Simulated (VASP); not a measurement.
# Au (Fm-3m) in VASP: single point with PBE

Aim: the single point of Au with PBE.

Everything below comes from runs of VASP 6.6.1. Logs are shortened: lines on timing, memory, paths and dates and some standing lists are left out, and cuts for length are marked.

## Step 1: The cell of the first run

The structure is cubic, space group Fm-3m (No. 225). Conventional cell: a = 4.166 Å, b = 4.166 Å, c = 4.166 Å, α = 90.00°, β = 90.00°, γ = 90.00°. Within 3.9 Å of Au (site symmetry m-3m) lie 12 Au at 2.95 Å.

## Step 2: Single point, PBE

Contents of INCAR:

```
SYSTEM = Au
  ALGO = Normal
  EDIFF = 1E-6
  ENCUT = 500
  GGA = PE
  GGA_COMPAT = .False.
  ISIF = 2
  ISMEAR = 0
  LASPH = .True.
  LCHARG = .False.
  LREAL = .False.
  LWAVE = .False.
  NBANDS = 12
  NELM = 120
  PREC = Accurate
  SIGMA = 0.1
```

Contents of KPOINTS:

```
k-points
0
Gamma
  8 8 8
  0 0 0
```

Contents of POSCAR:

```
Au
1.0
    0.0000000000      2.0828567332      2.0828567332
    2.0828567332      0.0000000000      2.0828567332
    2.0828567332      2.0828567332      0.0000000000
Au
1
Direct
    0.0000000000      0.0000000000      0.0000000000
```

Potentials or basis: VASP PAW PBE potentials, release 64 (Au).

Launch:

```bash
cat potpaw_PBE.64/Au/POTCAR > POTCAR
mpirun -np 1 vasp_std > vasp.out
```

OUTCAR:

```text
SYSTEM = Au
   EDIFF = 1E-6
   ENCUT = 500
   GGA = PE
   ISIF = 2
   ISMEAR = 0
   LASPH = .True.
   LREAL = .False.
   NELM = 120
   PREC = Accurate

 ion  position               nearest neighbor table
   1  0.000  0.000  0.000-

  LATTYP: Found a face centered cubic cell.
 ALAT       =     4.1657134664

  Lattice vectors:

 A1 = (   0.0000000000,   2.0828567332,   2.0828567332)
 A2 = (   2.0828567332,   0.0000000000,   2.0828567332)
 A3 = (   2.0828567332,   2.0828567332,   0.0000000000)

Analysis of symmetry for initial positions (statically):
=====================================================================
 Subroutine PRICEL returns:
 Original cell was already a primitive cell.

 Routine SETGRP: Setting up the symmetry group for a
 face centered cubic supercell.

 Subroutine GETGRP returns: Found 48 space group operations
 (whereof 48 operations were pure point group operations)
 out of a pool of 48 trial point group operations.

The static configuration has the point symmetry O_h .

Analysis of symmetry for dynamics (positions and initial velocities):
=====================================================================
 Subroutine PRICEL returns:
 Original cell was already a primitive cell.

 Routine SETGRP: Setting up the symmetry group for a
 face centered cubic supercell.

 Subroutine GETGRP returns: Found 48 space group operations
 (whereof 48 operations were pure point group operations)
 out of a pool of 48 trial point group operations.

The dynamic configuration has the point symmetry O_h .

 Subroutine INISYM returns: Found 48 space group operations
 (whereof 48 operations are pure point group operations),
 and found     1 'primitive' translations

----------------------------------------------------------------------------------------

                                     Primitive cell

  volume of cell :      18.0721

  direct lattice vectors                    reciprocal lattice vectors
     0.000000000  2.082856733  2.082856733    -0.240054917  0.240054917  0.240054917
     2.082856733  0.000000000  2.082856733     0.240054917 -0.240054917  0.240054917
     2.082856733  2.082856733  0.000000000     0.240054917  0.240054917 -0.240054917

  length of vectors
     2.945604241  2.945604241  2.945604241     0.415787313  0.415787313  0.415787313

  position of ions in fractional coordinates (direct lattice)
     0.000000000  0.000000000  0.000000000

  ion indices of the primitive-cell ions
   primitive index   ion index
                 1           1

----------------------------------------------------------------------------------------

 KPOINTS: k-points

Automatic generation of k-mesh.
 Grid dimensions read from file:
 generate k-points for:    8    8    8

 Generating k-lattice:

  Cartesian coordinates                     Fractional coordinates (reciprocal lattice)
    -0.030006865  0.030006865  0.030006865     0.125000000  0.000000000  0.000000000
     0.030006865 -0.030006865  0.030006865     0.000000000  0.125000000  0.000000000
     0.030006865  0.030006865 -0.030006865     0.000000000  0.000000000  0.125000000

  Length of vectors
     0.051973414  0.051973414  0.051973414

  Shift w.r.t. Gamma in fractional coordinates (k-lattice)
     0.000000000  0.000000000  0.000000000

 Subroutine IBZKPT returns following result:
 ===========================================

 Found     29 irreducible k-points:

 Following reciprocal coordinates:
            Coordinates               Weight
  0.000000  0.000000  0.000000      1.000000
  0.125000  0.000000  0.000000      8.000000
  0.250000  0.000000  0.000000      8.000000
  0.375000  0.000000  0.000000      8.000000
  0.500000  0.000000  0.000000      4.000000
  0.125000  0.125000  0.000000      6.000000
[... 16 lines left out ...]
  0.500000  0.250000  0.125000     48.000000
 -0.375000  0.250000  0.125000     24.000000
 [... further k-points ...]
   k-points           NKPTS =     29   k-points in BZ     NKDIM =     29   number of bands    NBANDS=     12
   number of dos      NEDOS =    301   number of ions     NIONS =      1
   total plane-waves  NPLWV =  13824
   dimension x,y,z NGX =    24 NGY =   24 NGZ =   24
   dimension x,y,z NGXF=    48 NGYF=   48 NGZF=   48
   ions per type =               1
   NGX,Y,Z   is equivalent  to a cutoff of  13.55, 13.55, 13.55 a.u.
   NGXF,Y,Z  is equivalent  to a cutoff of  27.09, 27.09, 27.09 a.u.
 SYSTEM =  Au
   PREC   = accura    normal or accurate (medium, high low for compatibility)
   ISTART =      0    job   : 0-new  1-cont  2-samecut
   ICHARG =      2    charge: 1-file 2-atom 10-const
   ISPIN  =      1    spin polarized calculation?
   LNONCOLLINEAR =      F non collinear calculations
   LSORBIT =      F    spin-orbit coupling
   LASPH  =      T    aspherical Exc in radial PAW
   ENCUT  =  500.0 eV  36.75 Ry    6.06 a.u.   5.37  5.37  5.37*2*pi/ulx,y,z
   NELM   =    120;   NELMIN=  2; NELMDL= -5     # of ELM steps
   EDIFF  = 0.1E-05   stopping-criterion for ELM
   LREAL  =      F    real-space projection
   EDIFFG = 0.1E-04   stopping-criterion for IOM
   NSW    =      0    number of steps for IOM
   IBRION =     -1    ionic relax: 0-MD 1-quasi-New 2-CG
   NFREE  =      0    steps in history (QN), initial steepest desc. (CG)
   ISIF   =      2    stress and relaxation
   ISYM   =      2    0-nonsym 1-usesym 2-fastsym
   POTIM  = 0.5000    time-step for ionic-motion
   TEBEG  =    0.0;   TEEND  =   0.0 temperature during run
   PSTRESS=    0.0 pullay stress
   NELECT =      11.0000    total number of electrons
   NUPDOWN=      -1.0000    fix difference up-down
   EMIN   =  10.00;   EMAX   =-10.00  energy-range for DOS
   EFERMI =   0.00;   METHOD = LEGACY
   ISMEAR =     0;   SIGMA  =   0.10  broadening in eV -4-tet -1-fermi 0-gaus
   EFERMI_NEDOS =   21; number of points for ismear=-14 and -15
   IALGO  =     38    algorithm
   IMIX   =      4    mixing-type and parameters
     AMIX     =   0.40;   BMIX     =  1.00
     AMIX_MAG =   1.60;   BMIX_MAG =  1.00
  volume/ion in A,a.u.               =      18.07       121.96
  Fermi-wavevector in a.u.,A,eV,Ry     =   1.387404  2.621814 26.189723  1.924890
  Thomas-Fermi vector in A             =   2.511628
   LORBIT       =      0    0 simple, 1 ext, 2 COOP (PROOUT), +10 PAW based schemes
   GGA     = PE    functional components
   LHFCALC =     F    Hartree Fock is set to
   AEXX    =    0.0000 exact exchange contribution
   IVDW    =     0    specifies the selected vdW correction
   LEPSILON=     F    determine dielectric tensor
   LRPA    =     F    only Hartree local field effects (RPA)
 non-spin polarized calculation
 Gauss-broadening in eV      SIGMA  =   0.10
  energy-cutoff  :      500.00
  volume of cell :       18.07
 maximum number of plane-waves:       471
 NGX is ok and might be reduce to    24
   NGX = 11   NGY = 11   NGZ = 11

 number of electron      11.0000001 magnetization

 Free energy of the ion-electron system (eV)
  ---------------------------------------------------
  ext. energy  EPLUGINS =         0.00000000
  ---------------------------------------------------
  free energy    TOTEN  =        -3.18813257 eV

  energy without entropy =       -3.18504005  energy(sigma->0) =       -3.18658631

 E-fermi :   8.4255     XC(G=0): -12.3660

 val. band max:        8.3512094613   @ k =   0.5000   0.2500   0.1250
 cond. band min:       8.6294605287   @ k =   0.5000   0.3750   0.1250
 fundamental gap:      0.2782510673
 Fermi energy:         8.4255048706

 k-point     1 :       0.0000    0.0000    0.0000
  band No.  band energies     occupation
      1      -0.7237      2.00000
      2       4.1428      2.00000
      3       4.1428      2.00000
      4       4.1428      2.00000
      5       5.5087      2.00000
      6       5.5087      2.00000
      7      23.1127      0.00000
      8      26.7740      0.00000
      9      26.7740      0.00000
     10      26.7740      0.00000
     11      31.4943      0.00000
     12      35.5239      0.00000

 k-point     2 :       0.1250    0.0000    0.0000
  band No.  band energies     occupation
      1      -0.2192      2.00000
      2       4.0092      2.00000
      3       4.2925      2.00000
      4       4.2925      2.00000
      5       5.4583      2.00000
      6       5.4583      2.00000
      7      23.3818      0.00000
      8      24.2980      0.00000
      9      27.2875      0.00000
     10      27.2875      0.00000
     11      31.2511      0.00000
     12      33.3556      0.00000

 k-point     3 :       0.2500    0.0000    0.0000
  band No.  band energies     occupation
      1       0.9953      2.00000
      2       4.0415      2.00000
      3       4.3977      2.00000
      4       4.3977      2.00000
      5       5.6631      2.00000
      6       5.6631      2.00000
      7      19.3138      0.00000
      8      24.0555      0.00000
      9      27.7901      0.00000
     10      27.7901      0.00000
     11      29.8208      0.00000
     12      31.0686      0.00000

 k-point     4 :       0.3750    0.0000    0.0000
  band No.  band energies     occupation
      1       1.6869      2.00000
      2       4.2161      2.00000
      3       4.2161      2.00000
      4       5.6301      2.00000
      5       6.2702      2.00000
      6       6.2702      2.00000
      7      14.4900      0.00000
      8      23.0339      0.00000
      9      26.1318      0.00000
     10      26.1318      0.00000
     11      31.8633      0.00000
     12      31.8633      0.00000

 k-point     5 :       0.5000    0.0000    0.0000
  band No.  band energies     occupation
      1       1.7353      2.00000
      2       4.1124      2.00000
      3       4.1124      2.00000
      4       6.5916      2.00000
      5       6.5916      2.00000
      6       7.8390      2.00000
      7      11.2955      0.00000
      8      22.5508      0.00000
      9      25.2128      0.00000
     10      25.2128      0.00000
     11      32.5828      0.00000
     12      32.5828      0.00000
[... 228 lines left out ...]
      1       1.9923      2.00000
      2       2.2771      2.00000
      3       6.5495      2.00000
      4       6.8810      2.00000
      5       6.8810      2.00000
      6       9.7119      0.00000
      7      13.8410      0.00000
      8      18.3668      0.00000
      9      18.3668      0.00000
     10      25.1070      0.00000
     11      27.5551      0.00000
     12      35.5877      0.00000

 k-point    22 :       0.3750    0.2500    0.1250
  band No.  band energies     occupation
      1       2.0570      2.00000
      2       3.3231      2.00000
      3       4.1885      2.00000
      4       5.2606      2.00000
      5       5.3513      2.00000
      6       6.6885      2.00000
      7      19.4512      0.00000
      8      21.1126      0.00000
      9      24.3652      0.00000
     10      27.1948      0.00000
     11      28.6052      0.00000
     12      32.0892      0.00000

 k-point    23 :       0.5000    0.2500    0.1250
  band No.  band energies     occupation
      1       2.6816      2.00000
      2       3.7210      2.00000
      3       3.8978      2.00000
      4       5.0921      2.00000
      5       6.1577      2.00000
      6       8.3512      1.70660
      7      15.2507      0.00000
      8      20.0437      0.00000
      9      22.4676      0.00000
     10      26.6205      0.00000
     11      30.4814      0.00000
     12      33.8291      0.00000

 k-point    24 :      -0.3750    0.2500    0.1250
  band No.  band energies     occupation
      1       2.6825      2.00000
      2       3.5519      2.00000
      3       4.5722      2.00000
      4       4.9043      2.00000
      5       6.4696      2.00000
      6      11.1330      0.00000
      7      11.3398      0.00000
      8      20.2527      0.00000
      9      21.3098      0.00000
     10      25.8925      0.00000
     11      31.7677      0.00000
     12      34.8104      0.00000

 [... further k-points ...]
[... 5 lines left out ...]
  --------------------------------------------------------------------------------------
  -------------------------------------------------------------------------------------
  Total       -0.0316047     -0.0316047     -0.0316047     -0.0000000      0.0000000      0.0000000
  in kB       -2.8019082     -2.8019082     -2.8019082     -0.0000000      0.0000000      0.0000000
  external PRESSURE =      -2.8019082 kB  Pullay stress =       0.0000000 kB

 VOLUME and BASIS-vectors are now :
 -----------------------------------------------------------------------------
  energy-cutoff  :      500.00
  volume of cell :       18.07
      direct lattice vectors                 reciprocal lattice vectors
     0.000000000  2.082856733  2.082856733    -0.240054917  0.240054917  0.240054917
     2.082856733  0.000000000  2.082856733     0.240054917 -0.240054917  0.240054917
     2.082856733  2.082856733  0.000000000     0.240054917  0.240054917 -0.240054917

 POSITION                                       TOTAL-FORCE (eV/Angst)
 -----------------------------------------------------------------------------------
      0.00000      0.00000      0.00000         0.000000     -0.000000      0.000000
 -----------------------------------------------------------------------------------
    total drift:                               -0.000000      0.000000     -0.000000

  FREE ENERGIE OF THE ION-ELECTRON SYSTEM (eV)
  ---------------------------------------------------
  free  energy   TOTEN  =        -3.1881325702 eV

  energy  without entropy=       -3.1850400537  energy(sigma->0) =       -3.18658631
```

It took 2.5 s on 1 thread of Intel Xeon 6975P-C (Granite Rapids), shared host; peak memory 0.14 GiB.

Results:

```
Free energy : -3.1881 eV
Pressure    : -0.3 GPa
```

Levels at points of the mesh, in eV from the Fermi level:
```
           k point  band 2  band 3  band 4  band 5  band 6  band 7  band 8  band 9  band 10  band 11
(0.00, 0.00, 0.00)   -4.28   -4.28   -4.28   -2.92   -2.92   14.69   18.35   18.35    18.35    23.07
(0.50, 0.00, 0.00)   -4.31   -4.31   -1.83   -1.83   -0.59    2.87   14.13   16.79    16.79    24.16
(0.50, 0.50, 0.00)   -6.15   -1.88   -1.54   -1.54    1.29    5.42    9.94    9.94    16.68    19.13
```

Caveat: spin-orbit coupling is left out, which moves the levels of the heavy elements.
